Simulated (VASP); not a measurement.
# MgO (P-6m2) in VASP: single point with LDA

Aim: the single point of MgO with LDA.

Program: VASP 6.6.1. These are calculated values, not measurements. Logs are shortened: lines on timing, memory, paths and dates and some standing lists are left out, and cuts for length are marked.

## 1. The cell of the first run

The structure is hexagonal, space group P-6m2 (No. 187). Conventional cell: a = 2.938 Å, b = 2.938 Å, c = 2.680 Å, α = 90.00°, β = 90.00°, γ = 120.00°. Within 3.0 Å of Mg (site symmetry -6m2) lie 6 O at 2.16 Å and 8 Mg at 2.68 to 2.94 Å. Within 3.0 Å of O (site symmetry -6m2) lie 6 Mg at 2.16 Å and 8 O at 2.68 to 2.94 Å.

## 2. Single point, LDA

Contents of INCAR:

```
PREC     = Accurate       # precision mode
ENCUT    = 840            # plane-wave cutoff, eV
EDIFF    = 1E-6           # SCF threshold, eV
ISMEAR   = 0              # smearing method
SIGMA    = 0.05           # smearing width, eV
LREAL    = False          # projectors in reciprocal space
LASPH    = True           # aspherical terms in the spheres
NELM     = 120            # most SCF steps
ALGO     = Normal         # electronic algorithm
ISIF     = 2              # what is computed and relaxed
LWAVE    = False          # write WAVECAR
LCHARG   = False          # write CHGCAR
NBANDS   = 15             # bands
GGA_COMPAT= False
```

Contents of KPOINTS:

```
regular mesh
0
Gamma
  9 9 8
```

Contents of POSCAR:

```
MgO
1.0
    2.9380209034      0.0000000000      0.0000000000
   -1.4690104517      2.5444007392      0.0000000000
    0.0000000000      0.0000000000      2.6796800000
Mg O
1 1
Direct
    0.0000000000      0.0000000000      0.0000000000
    0.3333333333      0.6666666667      0.5000000000
```

Potentials or basis: VASP PAW LDA potentials, release 64 (Mg_sv, O).

Started as:

```console
> cat potpaw_LDA.64/Mg_sv/POTCAR potpaw_LDA.64/O/POTCAR > POTCAR
> mpirun -np 1 vasp_std > vasp.out
```

OUTCAR:

```text
PREC = Accurate
   ENCUT = 840
   EDIFF = 1E-6
   ISMEAR = 0
   LREAL = False
   LASPH = True
   NELM = 120
   ISIF = 2

 ion  position               nearest neighbor table
   1  0.000  0.000  0.000-
   2  0.333  0.667  0.500-

  LATTYP: Found a hexagonal cell.
 ALAT       =     2.9380209034
 C/A-ratio  =     0.9120697531

  Lattice vectors:

 A1 = (   2.9380209034,   0.0000000000,   0.0000000000)
 A2 = (  -1.4690104517,   2.5444007392,   0.0000000000)
 A3 = (   0.0000000000,   0.0000000000,   2.6796800000)

Analysis of symmetry for initial positions (statically):
=====================================================================
 Subroutine PRICEL returns:
 Original cell was already a primitive cell.

 Routine SETGRP: Setting up the symmetry group for a
 hexagonal supercell.

 Subroutine GETGRP returns: Found 12 space group operations
 (whereof 12 operations were pure point group operations)
 out of a pool of 24 trial point group operations.

The static configuration has the point symmetry D_3h.

Analysis of symmetry for dynamics (positions and initial velocities):
=====================================================================
 Subroutine PRICEL returns:
 Original cell was already a primitive cell.

 Routine SETGRP: Setting up the symmetry group for a
 hexagonal supercell.

 Subroutine GETGRP returns: Found 12 space group operations
 (whereof 12 operations were pure point group operations)
 out of a pool of 24 trial point group operations.

The dynamic configuration has the point symmetry D_3h.

 Subroutine INISYM returns: Found 12 space group operations
 (whereof 12 operations are pure point group operations),
 and found     1 'primitive' translations

----------------------------------------------------------------------------------------

                                     Primitive cell

  volume of cell :      20.0320

  direct lattice vectors                    reciprocal lattice vectors
     2.938020903  0.000000000  0.000000000     0.340365175  0.196509926  0.000000000
    -1.469010452  2.544400739  0.000000000     0.000000000  0.393019851  0.000000000
     0.000000000  0.000000000  2.679680000     0.000000000  0.000000000  0.373178887

  length of vectors
     2.938020903  2.938020903  2.679680000     0.393019851  0.393019851  0.373178887

  position of ions in fractional coordinates (direct lattice)
     0.000000000  0.000000000  0.000000000
     0.333333333  0.666666667  0.500000000

  ion indices of the primitive-cell ions
   primitive index   ion index
                 1           1
                 2           2

----------------------------------------------------------------------------------------

 KPOINTS: regular mesh

Automatic generation of k-mesh.
 Grid dimensions read from file:
 generate k-points for:    9    9    8

 Generating k-lattice:

  Cartesian coordinates                     Fractional coordinates (reciprocal lattice)
     0.037818353  0.021834436  0.000000000     0.111111111 -0.000000000  0.000000000
     0.000000000  0.043668872  0.000000000     0.000000000  0.111111111  0.000000000
     0.000000000  0.000000000  0.046647361     0.000000000  0.000000000  0.125000000

  Length of vectors
     0.043668872  0.043668872  0.046647361

  Shift w.r.t. Gamma in fractional coordinates (k-lattice)
     0.000000000  0.000000000  0.000000000

 Subroutine IBZKPT returns following result:
 ===========================================

 Found     60 irreducible k-points:

 Following reciprocal coordinates:
            Coordinates               Weight
  0.000000  0.000000  0.000000      1.000000
  0.111111 -0.000000  0.000000      6.000000
  0.222222 -0.000000  0.000000      6.000000
  0.333333 -0.000000  0.000000      6.000000
  0.444444 -0.000000  0.000000      6.000000
  0.111111  0.111111  0.000000      6.000000
[... 16 lines left out ...]
  0.333333  0.222222  0.125000     24.000000
  0.333333  0.333333  0.125000      4.000000
 [... further k-points ...]
   k-points           NKPTS =     60   k-points in BZ     NKDIM =     60   number of bands    NBANDS=     15
   number of dos      NEDOS =    301   number of ions     NIONS =      2
   total plane-waves  NPLWV =  21952
   dimension x,y,z NGX =    28 NGY =   28 NGZ =   28
   dimension x,y,z NGXF=    56 NGYF=   56 NGZF=   56
   ions per type =               1   1
   NGX,Y,Z   is equivalent  to a cutoff of  15.84, 15.84, 17.37 a.u.
   NGXF,Y,Z  is equivalent  to a cutoff of  31.69, 31.69, 34.74 a.u.
 SYSTEM =  unknown system
   PREC   = accura    normal or accurate (medium, high low for compatibility)
   ISTART =      0    job   : 0-new  1-cont  2-samecut
   ICHARG =      2    charge: 1-file 2-atom 10-const
   ISPIN  =      1    spin polarized calculation?
   LNONCOLLINEAR =      F non collinear calculations
   LSORBIT =      F    spin-orbit coupling
   LASPH  =      T    aspherical Exc in radial PAW
   ENCUT  =  840.0 eV  61.74 Ry    7.86 a.u.   6.94  6.94  6.33*2*pi/ulx,y,z
   NELM   =    120;   NELMIN=  2; NELMDL= -5     # of ELM steps
   EDIFF  = 0.1E-05   stopping-criterion for ELM
   LREAL  =      F    real-space projection
[... 7 lines left out ...]
   TEBEG  =    0.0;   TEEND  =   0.0 temperature during run
   PSTRESS=    0.0 pullay stress
   NELECT =      16.0000    total number of electrons
   NUPDOWN=      -1.0000    fix difference up-down
   EMIN   =  10.00;   EMAX   =-10.00  energy-range for DOS
   EFERMI =   0.00;   METHOD = LEGACY
   ISMEAR =     0;   SIGMA  =   0.05  broadening in eV -4-tet -1-fermi 0-gaus
   EFERMI_NEDOS =   21; number of points for ismear=-14 and -15
   IALGO  =     38    algorithm
   IMIX   =      4    mixing-type and parameters
     AMIX     =   0.40;   BMIX     =  1.00
     AMIX_MAG =   1.60;   BMIX_MAG =  1.00
  volume/ion in A,a.u.               =      10.02        67.59
  Fermi-wavevector in a.u.,A,eV,Ry     =   1.518939  2.870379 31.391038  2.307176
  Thomas-Fermi vector in A             =   2.627992
   LORBIT       =      0    0 simple, 1 ext, 2 COOP (PROOUT), +10 PAW based schemes
   GGA     = CA    functional components
   LHFCALC =     F    Hartree Fock is set to
   AEXX    =    0.0000 exact exchange contribution
   IVDW    =     0    specifies the selected vdW correction
   LEPSILON=     F    determine dielectric tensor
   LRPA    =     F    only Hartree local field effects (RPA)
 non-spin polarized calculation
 Gauss-broadening in eV      SIGMA  =   0.05
  energy-cutoff  :      840.00
  volume of cell :       20.03
 maximum number of plane-waves:      1135
 NGX is ok and might be reduce to    28
   NGX = 13   NGY = 13   NGZ = 13

 number of electron      16.0000010 magnetization

 Free energy of the ion-electron system (eV)
  ---------------------------------------------------
  ext. energy  EPLUGINS =         0.00000000
  ---------------------------------------------------
  free energy    TOTEN  =       -12.49885154 eV

  energy without entropy =      -12.49885154  energy(sigma->0) =      -12.49885154

 E-fermi :   3.0287     XC(G=0): -11.5495

 val. band max:        2.7085291092   @ k =   0.3333   0.3333   0.0000
 cond. band min:       5.6684460144   @ k =   0.0000   0.0000   0.0000
 fundamental gap:      2.9599169052
 Fermi energy:         3.0287425360

 k-point     1 :       0.0000    0.0000    0.0000
  band No.  band energies     occupation
      1     -69.6681      2.00000
      2     -37.1418      2.00000
      3     -37.1418      2.00000
      4     -37.0856      2.00000
      5     -14.4389      2.00000
      6       2.1041      2.00000
      7       2.1041      2.00000
      8       2.3046      2.00000
      9       5.6684      0.00000
     10      14.3429      0.00000
     11      18.0163      0.00000
     12      18.0163      0.00000
     13      22.3736      0.00000
     14      23.2960      0.00000
     15      24.8795      0.00000

 k-point     2 :       0.1111   -0.0000    0.0000
  band No.  band energies     occupation
      1     -69.6671      2.00000
      2     -37.1505      2.00000
      3     -37.1438      2.00000
      4     -37.0846      2.00000
      5     -14.3251      2.00000
      6       1.3052      2.00000
      7       2.0121      2.00000
      8       2.3439      2.00000
      9       6.4158      0.00000
     10      14.3416      0.00000
     11      16.9388      0.00000
     12      18.3279      0.00000
     13      23.0920      0.00000
     14      23.5141      0.00000
     15      25.0936      0.00000

 k-point     3 :       0.2222   -0.0000    0.0000
  band No.  band energies     occupation
      1     -69.6648      2.00000
      2     -37.1725      2.00000
      3     -37.1488      2.00000
      4     -37.0821      2.00000
      5     -14.0214      2.00000
      6      -0.1227      2.00000
      7       1.7895      2.00000
      8       2.4457      2.00000
      9       7.7017      0.00000
     10      13.7240      0.00000
     11      16.3088      0.00000
     12      19.0690      0.00000
     13      22.5375      0.00000
     14      23.3204      0.00000
     15      25.8764      0.00000

 k-point     4 :       0.3333   -0.0000    0.0000
  band No.  band energies     occupation
      1     -69.6623      2.00000
      2     -37.1974      2.00000
      3     -37.1545      2.00000
      4     -37.0792      2.00000
      5     -13.6438      2.00000
      6      -1.3887      2.00000
      7       1.5526      2.00000
      8       2.5664      2.00000
      9       8.7165      0.00000
     10      13.0064      0.00000
     11      16.1873      0.00000
     12      19.7888      0.00000
     13      21.8553      0.00000
     14      23.4424      0.00000
     15      27.5410      0.00000
[... 307 lines left out ...]
 k-point    22 :       0.2222    0.2222    0.1250
  band No.  band energies     occupation
      1     -69.6595      2.00000
      2     -37.1962      2.00000
      3     -37.1646      2.00000
      4     -37.0947      2.00000
      5     -13.3654      2.00000
      6      -1.2368      2.00000
      7       0.7023      2.00000
      8       1.9259      2.00000
      9       9.9049      0.00000
     10      13.1488      0.00000
     11      16.3637      0.00000
     12      18.4582      0.00000
     13      21.2906      0.00000
     14      22.9268      0.00000
     15      26.9221      0.00000

 k-point    23 :       0.3333    0.2222    0.1250
  band No.  band energies     occupation
      1     -69.6582      2.00000
      2     -37.2018      2.00000
      3     -37.1740      2.00000
      4     -37.0931      2.00000
      5     -13.1662      2.00000
      6      -1.4685      2.00000
      7       0.1152      2.00000
      8       2.0374      2.00000
      9      10.4615      0.00000
     10      13.3144      0.00000
     11      15.5880      0.00000
     12      19.2139      0.00000
     13      20.4158      0.00000
     14      23.7344      0.00000
     15      26.7761      0.00000

 k-point    24 :       0.3333    0.3333    0.1250
  band No.  band energies     occupation
      1     -69.6578      2.00000
      2     -37.1939      2.00000
      3     -37.1871      2.00000
      4     -37.0925      2.00000
      5     -13.0979      2.00000
      6      -0.8733      2.00000
      7      -0.8504      2.00000
      8       2.0764      2.00000
      9      10.8132      0.00000
     10      13.8370      0.00000
     11      14.8621      0.00000
     12      19.6049      0.00000
     13      20.1658      0.00000
     14      23.8647      0.00000
     15      26.4435      0.00000

 [... further k-points ...]
[... 5 lines left out ...]
  --------------------------------------------------------------------------------------
  -------------------------------------------------------------------------------------
  Total       -1.0825016     -1.0825016     -1.2209482      0.0000000     -0.0000000     -0.0000000
  in kB      -86.5796481    -86.5796481    -97.6527495      0.0000000     -0.0000000     -0.0000000
  external PRESSURE =     -90.2706819 kB  Pullay stress =       0.0000000 kB

 VOLUME and BASIS-vectors are now :
 -----------------------------------------------------------------------------
  energy-cutoff  :      840.00
  volume of cell :       20.03
      direct lattice vectors                 reciprocal lattice vectors
     2.938020903  0.000000000  0.000000000     0.340365175  0.196509926  0.000000000
    -1.469010452  2.544400739  0.000000000     0.000000000  0.393019851  0.000000000
     0.000000000  0.000000000  2.679680000     0.000000000  0.000000000  0.373178887

 POSITION                                       TOTAL-FORCE (eV/Angst)
 -----------------------------------------------------------------------------------
      0.00000      0.00000      0.00000        -0.000000      0.000000      0.000000
     -0.00000      1.69627      1.33984         0.000000      0.000000      0.000000
 -----------------------------------------------------------------------------------
    total drift:                               -0.000000      0.000000     -0.000000

  FREE ENERGIE OF THE ION-ELECTRON SYSTEM (eV)
  ---------------------------------------------------
  free  energy   TOTEN  =       -12.4988515395 eV

  energy  without entropy=      -12.4988515395  energy(sigma->0) =      -12.49885154
```

Run time: 11 s. Hardware: 1 thread of Intel Xeon 6975P-C (Granite Rapids), shared host; peak memory 0.15 GiB.

What came out:

- Free energy: -12.4989 eV
- Pressure: -9.0 GPa
- Band gap on the k mesh: 2.96 eV (least direct gap 3.36 eV)

Caveat: the cell stands under tension. A k mesh can miss the band edges.
